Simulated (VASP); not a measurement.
# Bi (Im-3m) in VASP: settings compared

The runs below take Bi through single point, with PBE, r2SCAN.

Program: VASP 6.6.1. These are calculated values, not measurements. Logs are shortened: lines on timing, memory, paths and dates and some standing lists are left out, and cuts for length are marked.

## 1. The cell of the first run

It takes space group Im-3m (No. 229, cubic). The conventional cell has a = 3.986 Å, b = 3.986 Å, c = 3.986 Å, α = 90.00°, β = 90.00°, γ = 90.00°. Within 4.5 Å of Bi (site symmetry m-3m) lie 14 Bi at 3.45 to 3.99 Å.

This isn't the form of Bi at room conditions, which is rhombohedral.

## 2. Single point, PBE (31.66 Å³/atom)

Contents of INCAR:

```
PREC = Accurate
ENCUT = 500
EDIFF = 1E-6
ISMEAR = 0
SIGMA = 0.05
LREAL = False
LASPH = True
NELM = 120
ALGO = Normal
ISIF = 2
LWAVE = False
LCHARG = False
GGA = PE
NBANDS = 14
GGA_COMPAT = False
```

Contents of KPOINTS:

```
Automatic mesh
0
Gamma
  6 6 6
```

Contents of POSCAR:

```
Bi
1.0
   -1.9929694155      1.9929694155      1.9929694155
    1.9929694155     -1.9929694155      1.9929694155
    1.9929694155      1.9929694155     -1.9929694155
Bi
1
Direct
    0.0000000000      0.0000000000      0.0000000000
```

Potentials or basis: VASP PAW PBE potentials, release 64 (Bi_d).

Command:

```bash
$ cat potpaw_PBE.64/Bi_d/POTCAR > POTCAR
$ mpirun -np 1 vasp_std > vasp.out
```

OUTCAR:

```text
PREC = Accurate
   ENCUT = 500
   EDIFF = 1E-6
   ISMEAR = 0
   LREAL = False
   LASPH = True
   NELM = 120
   ISIF = 2
   GGA = PE

 ion  position               nearest neighbor table
   1  0.000  0.000  0.000-

  LATTYP: Found a body centered cubic cell.
 ALAT       =     3.9859388310

  Lattice vectors:

 A1 = (  -1.9929694155,   1.9929694155,   1.9929694155)
 A2 = (   1.9929694155,  -1.9929694155,   1.9929694155)
 A3 = (   1.9929694155,   1.9929694155,  -1.9929694155)

Analysis of symmetry for initial positions (statically):
=====================================================================
 Subroutine PRICEL returns:
 Original cell was already a primitive cell.

 Routine SETGRP: Setting up the symmetry group for a
 body centered cubic supercell.

 Subroutine GETGRP returns: Found 48 space group operations
 (whereof 48 operations were pure point group operations)
 out of a pool of 48 trial point group operations.

The static configuration has the point symmetry O_h .

Analysis of symmetry for dynamics (positions and initial velocities):
=====================================================================
 Subroutine PRICEL returns:
 Original cell was already a primitive cell.

 Routine SETGRP: Setting up the symmetry group for a
 body centered cubic supercell.

 Subroutine GETGRP returns: Found 48 space group operations
 (whereof 48 operations were pure point group operations)
 out of a pool of 48 trial point group operations.

The dynamic configuration has the point symmetry O_h .

 Subroutine INISYM returns: Found 48 space group operations
 (whereof 48 operations are pure point group operations),
 and found     1 'primitive' translations

----------------------------------------------------------------------------------------

                                     Primitive cell

  volume of cell :      31.6637

  direct lattice vectors                    reciprocal lattice vectors
    -1.992969415  1.992969415  1.992969415     0.000000000  0.250881923  0.250881923
     1.992969415 -1.992969415  1.992969415     0.250881923  0.000000000  0.250881923
     1.992969415  1.992969415 -1.992969415     0.250881923  0.250881923  0.000000000

  length of vectors
     3.451924286  3.451924286  3.451924286     0.354800618  0.354800618  0.354800618

  position of ions in fractional coordinates (direct lattice)
     0.000000000  0.000000000  0.000000000

  ion indices of the primitive-cell ions
   primitive index   ion index
                 1           1

----------------------------------------------------------------------------------------

 KPOINTS: Automatic mesh

Automatic generation of k-mesh.
 Grid dimensions read from file:
 generate k-points for:    6    6    6

 Generating k-lattice:

  Cartesian coordinates                     Fractional coordinates (reciprocal lattice)
     0.000000000  0.041813654  0.041813654     0.166666667  0.000000000  0.000000000
     0.041813654  0.000000000  0.041813654     0.000000000  0.166666667  0.000000000
     0.041813654  0.041813654  0.000000000     0.000000000  0.000000000  0.166666667

  Length of vectors
     0.059133436  0.059133436  0.059133436

  Shift w.r.t. Gamma in fractional coordinates (k-lattice)
     0.000000000  0.000000000  0.000000000

 Subroutine IBZKPT returns following result:
 ===========================================

 Found     16 irreducible k-points:

 Following reciprocal coordinates:
            Coordinates               Weight
  0.000000  0.000000  0.000000      1.000000
  0.166667  0.000000  0.000000     12.000000
  0.333333  0.000000  0.000000     12.000000
  0.500000  0.000000  0.000000      6.000000
  0.166667  0.166667  0.000000     24.000000
  0.333333  0.166667  0.000000     48.000000
[... 8 lines left out ...]
  0.500000  0.500000  0.333333     12.000000
  0.500000  0.500000  0.500000      1.000000
   k-points           NKPTS =     16   k-points in BZ     NKDIM =     16   number of bands    NBANDS=     14
   number of dos      NEDOS =    301   number of ions     NIONS =      1
   total plane-waves  NPLWV =  21952
   dimension x,y,z NGX =    28 NGY =   28 NGZ =   28
   dimension x,y,z NGXF=    56 NGYF=   56 NGZF=   56
   ions per type =               1
   NGX,Y,Z   is equivalent  to a cutoff of  13.48, 13.48, 13.48 a.u.
   NGXF,Y,Z  is equivalent  to a cutoff of  26.97, 26.97, 26.97 a.u.
 SYSTEM =  unknown system
   PREC   = accura    normal or accurate (medium, high low for compatibility)
   ISTART =      0    job   : 0-new  1-cont  2-samecut
   ICHARG =      2    charge: 1-file 2-atom 10-const
   ISPIN  =      1    spin polarized calculation?
   LNONCOLLINEAR =      F non collinear calculations
   LSORBIT =      F    spin-orbit coupling
   LASPH  =      T    aspherical Exc in radial PAW
   ENCUT  =  500.0 eV  36.75 Ry    6.06 a.u.   6.29  6.29  6.29*2*pi/ulx,y,z
   NELM   =    120;   NELMIN=  2; NELMDL= -5     # of ELM steps
   EDIFF  = 0.1E-05   stopping-criterion for ELM
   LREAL  =      F    real-space projection
   EDIFFG = 0.1E-04   stopping-criterion for IOM
   NSW    =      0    number of steps for IOM
   IBRION =     -1    ionic relax: 0-MD 1-quasi-New 2-CG
   NFREE  =      0    steps in history (QN), initial steepest desc. (CG)
   ISIF   =      2    stress and relaxation
   ISYM   =      2    0-nonsym 1-usesym 2-fastsym
   POTIM  = 0.5000    time-step for ionic-motion
   TEBEG  =    0.0;   TEEND  =   0.0 temperature during run
   PSTRESS=    0.0 pullay stress
   NELECT =      15.0000    total number of electrons
   NUPDOWN=      -1.0000    fix difference up-down
   EMIN   =  10.00;   EMAX   =-10.00  energy-range for DOS
   EFERMI =   0.00;   METHOD = LEGACY
   ISMEAR =     0;   SIGMA  =   0.05  broadening in eV -4-tet -1-fermi 0-gaus
   EFERMI_NEDOS =   21; number of points for ismear=-14 and -15
   IALGO  =     38    algorithm
   IMIX   =      4    mixing-type and parameters
     AMIX     =   0.40;   BMIX     =  1.00
     AMIX_MAG =   1.60;   BMIX_MAG =  1.00
  volume/ion in A,a.u.               =      31.66       213.68
  Fermi-wavevector in a.u.,A,eV,Ry     =   1.276198  2.411664 22.159544  1.628681
  Thomas-Fermi vector in A             =   2.408867
   LORBIT       =      0    0 simple, 1 ext, 2 COOP (PROOUT), +10 PAW based schemes
   GGA     = PE    functional components
   LHFCALC =     F    Hartree Fock is set to
   AEXX    =    0.0000 exact exchange contribution
   IVDW    =     0    specifies the selected vdW correction
   LEPSILON=     F    determine dielectric tensor
   LRPA    =     F    only Hartree local field effects (RPA)
 non-spin polarized calculation
 Gauss-broadening in eV      SIGMA  =   0.05
  energy-cutoff  :      500.00
  volume of cell :       31.66
 maximum number of plane-waves:       815
 NGX is ok and might be reduce to    28
   NGX = 13   NGY = 13   NGZ = 13

 number of electron      14.9999999 magnetization

 Free energy of the ion-electron system (eV)
  ---------------------------------------------------
  ext. energy  EPLUGINS =         0.00000000
  ---------------------------------------------------
  free energy    TOTEN  =        -3.73362021 eV

  energy without entropy =       -3.72751602  energy(sigma->0) =       -3.73056811

 E-fermi :   7.3789     XC(G=0): -10.2082

 val. band max:        7.3687828297   @ k =   0.3333   0.1667   0.1667
 cond. band min:       7.8490860354   @ k =   0.1667   0.1667   0.1667
 fundamental gap:      0.4803032057
 Fermi energy:         7.3789197375

 k-point     1 :       0.0000    0.0000    0.0000
  band No.  band energies     occupation
      1     -15.3167      2.00000
      2     -15.3167      2.00000
      3     -15.3167      2.00000
      4     -15.1957      2.00000
      5     -15.1957      2.00000
      6      -5.6960      2.00000
      7      12.7010      0.00000
      8      12.7010      0.00000
      9      12.7010      0.00000
     10      16.6148      0.00000
     11      18.1757      0.00000
     12      18.1757      0.00000
     13      18.1757      0.00000
     14      19.2746      0.00000

 k-point     2 :       0.1667    0.0000    0.0000
  band No.  band energies     occupation
      1     -15.3259      2.00000
      2     -15.3016      2.00000
      3     -15.2677      2.00000
      4     -15.2057      2.00000
      5     -15.1977      2.00000
      6      -5.2056      2.00000
      7       9.1978      0.00000
      8      11.4981      0.00000
      9      12.2874      0.00000
     10      15.6666      0.00000
     11      16.7011      0.00000
     12      17.8877      0.00000
     13      18.9745      0.00000
     14      21.1121      0.00000

 k-point     3 :       0.3333    0.0000    0.0000
  band No.  band energies     occupation
      1     -15.3445      2.00000
      2     -15.2884      2.00000
      3     -15.2105      2.00000
      4     -15.2013      2.00000
      5     -15.1678      2.00000
      6      -3.8616      2.00000
      7       4.9009      2.00000
      8       9.8798      0.00000
      9      11.4813      0.00000
     10      14.1002      0.00000
     11      15.5907      0.00000
     12      18.8436      0.00000
     13      20.3117      0.00000
     14      24.5297      0.00000
[... 188 lines left out ...]
 k-point    15 :       0.5000    0.5000    0.3333
  band No.  band energies     occupation
      1     -15.3059      2.00000
      2     -15.2960      2.00000
      3     -15.1910      2.00000
      4     -15.1636      2.00000
      5     -15.1307      2.00000
      6      -1.3928      2.00000
      7       4.7544      2.00000
      8       6.5344      2.00000
      9       7.0547      2.00000
     10      12.4177      0.00000
     11      13.3347      0.00000
     12      20.9480      0.00000
     13      21.2696      0.00000
     14      24.5262      0.00000

 k-point    16 :       0.5000    0.5000    0.5000
  band No.  band energies     occupation
      1     -15.3262      2.00000
      2     -15.3262      2.00000
      3     -15.1353      2.00000
      4     -15.1353      2.00000
      5     -15.1353      2.00000
      6      -0.7120      2.00000
      7       5.9400      2.00000
      8       5.9400      2.00000
      9       5.9400      2.00000
     10      11.2528      0.00000
     11      11.2528      0.00000
     12      23.0018      0.00000
     13      25.1686      0.00000
     14      25.1686      0.00000

------------------------ aborting loop because EDIFF is reached ----------------------------------------

  FORCE on cell =-STRESS in cart. coord.  units (eV):
  Direction    XX          YY          ZZ          XY          YZ          ZX
  --------------------------------------------------------------------------------------
  -------------------------------------------------------------------------------------
  Total        0.0134873      0.0134873      0.0134873      0.0000000      0.0000000      0.0000000
  in kB        0.6824531      0.6824531      0.6824531      0.0000000      0.0000000      0.0000000
  external PRESSURE =       0.6824531 kB  Pullay stress =       0.0000000 kB

 VOLUME and BASIS-vectors are now :
 -----------------------------------------------------------------------------
  energy-cutoff  :      500.00
  volume of cell :       31.66
      direct lattice vectors                 reciprocal lattice vectors
    -1.992969415  1.992969415  1.992969415     0.000000000  0.250881923  0.250881923
     1.992969415 -1.992969415  1.992969415     0.250881923  0.000000000  0.250881923
     1.992969415  1.992969415 -1.992969415     0.250881923  0.250881923  0.000000000

 POSITION                                       TOTAL-FORCE (eV/Angst)
 -----------------------------------------------------------------------------------
      0.00000      0.00000      0.00000         0.000000     -0.000000      0.000000
 -----------------------------------------------------------------------------------
    total drift:                               -0.000000     -0.000000     -0.000000

  FREE ENERGIE OF THE ION-ELECTRON SYSTEM (eV)
  ---------------------------------------------------
  free  energy   TOTEN  =        -3.7336202061 eV

  energy  without entropy=       -3.7275160217  energy(sigma->0) =       -3.73056811
```

Wall time 3.6 s (1 thread of Intel Xeon 6975P-C (Granite Rapids), shared host); peak memory 0.15 GiB.

Results:

* Free energy: -3.7336 eV
* Pressure: 0.1 GPa
* Band gap on the k mesh: zero (an odd number of electrons rules out a gap without spin polarisation)

Caveat: the k points lie up to 0.37 Å⁻¹ apart, too coarse for converged energies and pressures of a metal; spin-orbit coupling is left out, which moves the levels of the heavy elements.

(Part 1 of 3 ends here.)

The gap in the log of VASP goes by the Fermi energy; the results here count the filled bands.